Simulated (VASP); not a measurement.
# Fe (Fd-3m) in VASP: a series of runs

The runs below take Fe through single point, relaxation of cell and atoms, with LDA.

Program: VASP 6.6.1. These are calculated values, not measurements. Logs are shortened: lines on timing, memory, paths and dates and some standing lists are left out, and cuts for length are marked.

## 1. The cell of the first run

Symmetry: Fd-3m, No. 227, cubic system. The conventional cell has a = 4.556 Å, b = 4.556 Å, c = 4.556 Å, α = 90.00°, β = 90.00°, γ = 90.00°. Fe (site symmetry -43m) has 4 Fe at 1.97 Å within 2.6 Å.

This isn't the form of Fe at room conditions, which is bcc.

## 2. Single point, LDA, collinear spin, antiferromagnetic start (11.82 Å³/atom)

The input, INCAR:

```
ALGO = Normal
EDIFF = 1E-6
ENCUT = 690
GGA_COMPAT = F
ISIF = 2
ISMEAR = -1
ISPIN = 2
LASPH = T
LCHARG = F
LMAXMIX = 4
LORBIT = 11
LREAL = F
LWAVE = F
MAGMOM = 2.5 -2.5
NBANDS = 27
NELM = 200
PREC = Accurate
SIGMA = 0.05
```

The input, KPOINTS:

```
k-points
0
Gamma
  13 13 13
```

The input, POSCAR:

```
Fe
1.0
    0.0000000000      2.2780395157      2.2780395157
    2.2780395157      0.0000000000      2.2780395157
    2.2780395157      2.2780395157      0.0000000000
Fe
2
Direct
    0.1250000000      0.1250000000      0.1250000000
    0.8750000000      0.8750000000      0.8750000000
```

Potentials or basis: VASP PAW LDA potentials, release 64 (Fe_sv).

Command:

```
$ cat potpaw_LDA.64/Fe_sv/POTCAR > POTCAR
$ mpirun -np 1 vasp_std > vasp.out
```

OUTCAR:

```text
EDIFF = 1E-6
   ENCUT = 690
   ISIF = 2
   ISMEAR = -1
   ISPIN = 2
   LASPH = T
   LORBIT = 11
   LREAL = F
   NELM = 200
   PREC = Accurate

 ion  position               nearest neighbor table
   1  0.125  0.125  0.125-   2 1.97   2 1.97   2 1.97   2 1.97
   2  0.875  0.875  0.875-   1 1.97   1 1.97   1 1.97   1 1.97

  LATTYP: Found a face centered cubic cell.
 ALAT       =     4.5560790314

  Lattice vectors:

 A1 = (   0.0000000000,   2.2780395157,   2.2780395157)
 A2 = (   2.2780395157,   0.0000000000,   2.2780395157)
 A3 = (   2.2780395157,   2.2780395157,   0.0000000000)

Analysis of symmetry for initial positions (statically):
=====================================================================
 Subroutine PRICEL returns:
 Original cell was already a primitive cell.

 Routine SETGRP: Setting up the symmetry group for a
 face centered cubic supercell.

 Subroutine GETGRP returns: Found 48 space group operations
 (whereof 12 operations were pure point group operations)
 out of a pool of 48 trial point group operations.

The static configuration has the point symmetry D_3d.
 The point group associated with its full space group is O_h .

Analysis of symmetry for dynamics (positions and initial velocities):
=====================================================================
 Subroutine PRICEL returns:
 Original cell was already a primitive cell.

 Routine SETGRP: Setting up the symmetry group for a
 face centered cubic supercell.

 Subroutine GETGRP returns: Found 48 space group operations
 (whereof 12 operations were pure point group operations)
 out of a pool of 48 trial point group operations.

The dynamic configuration has the point symmetry D_3d.
 The point group associated with its full space group is O_h .

Analysis of structural, dynamic, and magnetic symmetry:
=====================================================================
 Subroutine PRICEL returns:
 Original cell was already a primitive cell.

 Routine SETGRP: Setting up the symmetry group for a
 face centered cubic supercell.

 Subroutine GETGRP returns: Found 48 space group operations
 (whereof 12 operations were pure point group operations)
 out of a pool of 48 trial point group operations.

The overall configuration has the point symmetry D_3d.
 The point group associated with its full space group is O_h .

 Subroutine INISYM returns: Found 48 space group operations
 (whereof 12 operations are pure point group operations),
 and found     1 'primitive' translations

----------------------------------------------------------------------------------------

                                     Primitive cell

  volume of cell :      23.6436

  direct lattice vectors                    reciprocal lattice vectors
     0.000000000  2.278039516  2.278039516    -0.219486974  0.219486974  0.219486974
     2.278039516  0.000000000  2.278039516     0.219486974 -0.219486974  0.219486974
     2.278039516  2.278039516  0.000000000     0.219486974  0.219486974 -0.219486974

  length of vectors
     3.221634379  3.221634379  3.221634379     0.380162591  0.380162591  0.380162591

  position of ions in fractional coordinates (direct lattice)
     0.125000000  0.125000000  0.125000000
     0.875000000  0.875000000  0.875000000

  ion indices of the primitive-cell ions
   primitive index   ion index
                 1           1
                 2           2

----------------------------------------------------------------------------------------

 KPOINTS: k-points

Automatic generation of k-mesh.
 Grid dimensions read from file:
 generate k-points for:   13   13   13

 Generating k-lattice:

  Cartesian coordinates                     Fractional coordinates (reciprocal lattice)
    -0.016883613  0.016883613  0.016883613     0.076923077  0.000000000  0.000000000
     0.016883613 -0.016883613  0.016883613     0.000000000  0.076923077  0.000000000
     0.016883613  0.016883613 -0.016883613     0.000000000  0.000000000  0.076923077

  Length of vectors
     0.029243276  0.029243276  0.029243276

  Shift w.r.t. Gamma in fractional coordinates (k-lattice)
     0.000000000  0.000000000  0.000000000

 Subroutine IBZKPT returns following result:
 ===========================================

 Found     84 irreducible k-points:

 Following reciprocal coordinates:
            Coordinates               Weight
  0.000000  0.000000  0.000000      1.000000
  0.076923  0.000000  0.000000      8.000000
  0.153846  0.000000  0.000000      8.000000
  0.230769  0.000000  0.000000      8.000000
  0.307692  0.000000  0.000000      8.000000
  0.384615  0.000000  0.000000      8.000000
[... 16 lines left out ...]
  0.384615  0.153846  0.000000     24.000000
  0.461538  0.153846  0.000000     24.000000
 [... further k-points ...]
   k-points           NKPTS =     84   k-points in BZ     NKDIM =     84   number of bands    NBANDS=     27
   number of dos      NEDOS =    301   number of ions     NIONS =      2
   total plane-waves  NPLWV =  21952
   dimension x,y,z NGX =    28 NGY =   28 NGZ =   28
   dimension x,y,z NGXF=    56 NGYF=   56 NGZF=   56
   ions per type =               2
   NGX,Y,Z   is equivalent  to a cutoff of  14.45, 14.45, 14.45 a.u.
   NGXF,Y,Z  is equivalent  to a cutoff of  28.90, 28.90, 28.90 a.u.
 SYSTEM =  unknown system
   PREC   = accura    normal or accurate (medium, high low for compatibility)
   ISTART =      0    job   : 0-new  1-cont  2-samecut
   ICHARG =      2    charge: 1-file 2-atom 10-const
   ISPIN  =      2    spin polarized calculation?
   LNONCOLLINEAR =      F non collinear calculations
   LSORBIT =      F    spin-orbit coupling
   LASPH  =      T    aspherical Exc in radial PAW
   ENCUT  =  690.0 eV  50.71 Ry    7.12 a.u.   6.90  6.90  6.90*2*pi/ulx,y,z
   NELM   =    200;   NELMIN=  2; NELMDL= -5     # of ELM steps
   EDIFF  = 0.1E-05   stopping-criterion for ELM
   LREAL  =      F    real-space projection
   EDIFFG = 0.1E-04   stopping-criterion for IOM
   NSW    =      0    number of steps for IOM
   IBRION =     -1    ionic relax: 0-MD 1-quasi-New 2-CG
   NFREE  =      0    steps in history (QN), initial steepest desc. (CG)
   ISIF   =      2    stress and relaxation
   ISYM   =      2    0-nonsym 1-usesym 2-fastsym
   POTIM  = 0.5000    time-step for ionic-motion
   TEBEG  =    0.0;   TEEND  =   0.0 temperature during run
   PSTRESS=    0.0 pullay stress
   NELECT =      32.0000    total number of electrons
   NUPDOWN=      -1.0000    fix difference up-down
   EMIN   =  10.00;   EMAX   =-10.00  energy-range for DOS
   EFERMI =   0.00;   METHOD = LEGACY
   ISMEAR =    -1;   SIGMA  =   0.05  broadening in eV -4-tet -1-fermi 0-gaus
   EFERMI_NEDOS =   21; number of points for ismear=-14 and -15
   IALGO  =     38    algorithm
   IMIX   =      4    mixing-type and parameters
     AMIX     =   0.40;   BMIX     =  1.00
     AMIX_MAG =   1.60;   BMIX_MAG =  1.00
  volume/ion in A,a.u.               =      11.82        79.78
  Fermi-wavevector in a.u.,A,eV,Ry     =   1.810868  3.422045 44.616831  3.279245
  Thomas-Fermi vector in A             =   2.869441
   LORBIT       =     11    0 simple, 1 ext, 2 COOP (PROOUT), +10 PAW based schemes
   GGA     = CA    functional components
   LHFCALC =     F    Hartree Fock is set to
   AEXX    =    0.0000 exact exchange contribution
   IVDW    =     0    specifies the selected vdW correction
   LEPSILON=     F    determine dielectric tensor
   LRPA    =     F    only Hartree local field effects (RPA)
 spin polarized calculation
  energy-cutoff  :      690.00
  volume of cell :       23.64
 maximum number of plane-waves:       984
   NGX = 13   NGY = 13   NGZ = 13

 number of electron      31.9999982 magnetization      -0.0000000

 number of electron      31.9999982 magnetization       0.0000000

 Free energy of the ion-electron system (eV)
  ---------------------------------------------------
  ext. energy  EPLUGINS =         0.00000000
  ---------------------------------------------------
  free energy    TOTEN  =       -16.07686831 eV

  energy without entropy =      -16.06186135  energy(sigma->0) =      -16.06936483

 E-fermi :  11.0712     XC(G=0): -13.5155

 val. band max:       11.0352515718   @ k =   0.3077   0.1538   0.0769
 cond. band min:      11.0895895272   @ k =   0.2308   0.2308   0.0000
 fundamental gap:      0.0543379554
 Fermi energy:        11.0711892207

 spin component 1

 k-point     1 :       0.0000    0.0000    0.0000
  band No.  band energies     occupation
      1     -75.4831      1.00000
      2     -74.6614      1.00000
      3     -42.2614      1.00000
      4     -42.2614      1.00000
      5     -42.2614      1.00000
      6     -41.2248      1.00000
[... 19 lines left out ...]
     26      28.2088      0.00000
     27      30.8241      0.00000
[... 661 lines left out ...]
 k-point    24 :       0.4615    0.1538    0.0000
  band No.  band energies     occupation
      1     -75.2728      1.00000
      2     -74.8791      1.00000
      3     -42.4609      1.00000
      4     -42.4175      1.00000
      5     -42.1280      1.00000
      6     -41.3650      1.00000
[... 19 lines left out ...]
     26      31.7852      0.00000
     27      34.7472      0.00000

 [... further k-points ...]

 spin component 2

 k-point     1 :       0.0000    0.0000    0.0000
  band No.  band energies     occupation
      1     -75.4831      1.00000
      2     -74.6614      1.00000
      3     -42.2614      1.00000
      4     -42.2614      1.00000
      5     -42.2614      1.00000
      6     -41.2248      1.00000
[... 19 lines left out ...]
     26      28.2088      0.00000
     27      30.8241      0.00000
[... 661 lines left out ...]
 k-point    24 :       0.4615    0.1538    0.0000
  band No.  band energies     occupation
      1     -75.2728      1.00000
      2     -74.8791      1.00000
      3     -42.4609      1.00000
      4     -42.4175      1.00000
      5     -42.1280      1.00000
      6     -41.3650      1.00000
[... 19 lines left out ...]
     26      31.7852      0.00000
     27      34.7472      0.00000

 [... further k-points ...]

------------------------ aborting loop because EDIFF is reached ----------------------------------------

  FORCE on cell =-STRESS in cart. coord.  units (eV):
  Direction    XX          YY          ZZ          XY          YZ          ZX
  --------------------------------------------------------------------------------------
  -------------------------------------------------------------------------------------
  Total        4.5874573      4.5874573      4.5874573     -0.0000000     -0.0000000      0.0000000
  in kB      310.8628788    310.8628788    310.8628788     -0.0000000     -0.0000000      0.0000000
  external PRESSURE =     310.8628788 kB  Pullay stress =       0.0000000 kB

 VOLUME and BASIS-vectors are now :
 -----------------------------------------------------------------------------
  energy-cutoff  :      690.00
  volume of cell :       23.64
      direct lattice vectors                 reciprocal lattice vectors
     0.000000000  2.278039516  2.278039516    -0.219486974  0.219486974  0.219486974
     2.278039516  0.000000000  2.278039516     0.219486974 -0.219486974  0.219486974
     2.278039516  2.278039516  0.000000000     0.219486974  0.219486974 -0.219486974

 POSITION                                       TOTAL-FORCE (eV/Angst)
 -----------------------------------------------------------------------------------
      0.56951      0.56951      0.56951         0.000000      0.000000      0.000000
      3.98657      3.98657      3.98657        -0.000000     -0.000000     -0.000000
 -----------------------------------------------------------------------------------
    total drift:                                0.000000      0.000000     -0.000000

  FREE ENERGIE OF THE ION-ELECTRON SYSTEM (eV)
  ---------------------------------------------------
  free  energy   TOTEN  =       -16.0768683130 eV

  energy  without entropy=      -16.0618613457  energy(sigma->0) =      -16.06936483

 total charge

# of ion       s       p       d       tot
------------------------------------------
    1        2.275   6.043   5.787  14.105
    2        2.275   6.043   5.787  14.105
--------------------------------------------------
tot          4.549  12.087  11.573  28.209

 magnetization (x)

# of ion       s       p       d       tot
------------------------------------------
    1       -0.000   0.000  -0.000  -0.000
    2        0.000  -0.000   0.000   0.000
--------------------------------------------------
tot          0.000   0.000   0.000   0.000
```

Wall time 2.5 min (1 thread of Intel Xeon Platinum 8259CL at 2.50GHz (Skylake/Cascade Lake), shared host); peak memory 0.22 GiB.

Results:

```yaml
Free_energy: -16.0769 eV
Pressure: 31.1 GPa
Band_gap_on_the_k_mesh: zero (filled and empty bands overlap)
Net_moment: 0.00 μB per cell
Valence_electrons_inside_the_program's_atomic_spheres: Fe 14.11
```

Levels at points of the mesh, in eV from the Fermi level:
Spin up:
```tsv
k point	band 12	band 13	band 14	band 15	band 16	band 17	band 18	band 19	band 20	band 21
(0.00, 0.00, 0.00)	-3.04	-3.04	-3.04	-0.50	-0.50	-0.50	1.70	1.70	16.27	16.27
```
Spin down:
| k point | band 12 | band 13 | band 14 | band 15 | band 16 | band 17 | band 18 | band 19 | band 20 | band 21 |
| --- | --- | --- | --- | --- | --- | --- | --- | --- | --- | --- |
| (0.00, 0.00, 0.00) | -3.04 | -3.04 | -3.04 | -0.50 | -0.50 | -0.50 | 1.70 | 1.70 | 16.27 | 16.27 |

Caveat: atoms lie so close that the PAW spheres overlap strongly, which falsifies energies and pressures; the cell stands under pressure; the moments typed at the start vanished in this run.

(Part 1 of 2 ends here.)

The gap in the log of VASP goes by the Fermi energy; the results here count the filled bands.